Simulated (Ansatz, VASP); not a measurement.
**Two plane-wave programs on ZnSe**

```
Zn Se
1.0
     0.00000    2.86592    2.86592
     2.86592    0.00000    2.86592
     2.86592    2.86592    0.00000
Zn Se
1 1
Direct
  0.00000 0.00000 0.00000
  0.25000 0.25000 0.25000
```

Alike in both runs: task relaxation of cell and atoms; functional LDA; k mesh 8 × 8 × 8; occupations gaussian, width 0.02 eV; no spin polarisation.

|  | VASP | Ansatz |
| --- | --- | --- |
| version | VASP 6.6.1 | Ansatz 0.2.0 |
| potentials or method | VASP PAW LDA potentials, release 64 (Zn, Se), cutoff 500 eV | scalar-relativistic, plane waves, PAW |
| valence electrons in the cell | 18 | 28 |

|  | VASP | Ansatz | Ansatz less VASP |
| --- | --- | --- | --- |
| gap on the k mesh at the Fermi level, each at its own relaxed structure (eV) | 1.27 | 1.25 | -0.019 |
| relaxed volume (Å³/atom) | 21.68 | 21.57 | -0.106 |
| relaxed cell length with the largest relative difference (Å) | 3.943 | 3.937 | -0.0064 |

LDA's correlation is that of Perdew and Zunger in VASP and of Perdew and Wang (1992) in Ansatz. VASP's potentials hold 18 valence electrons a cell and Ansatz's 28, so a difference there can come from the potentials and not from the codes.
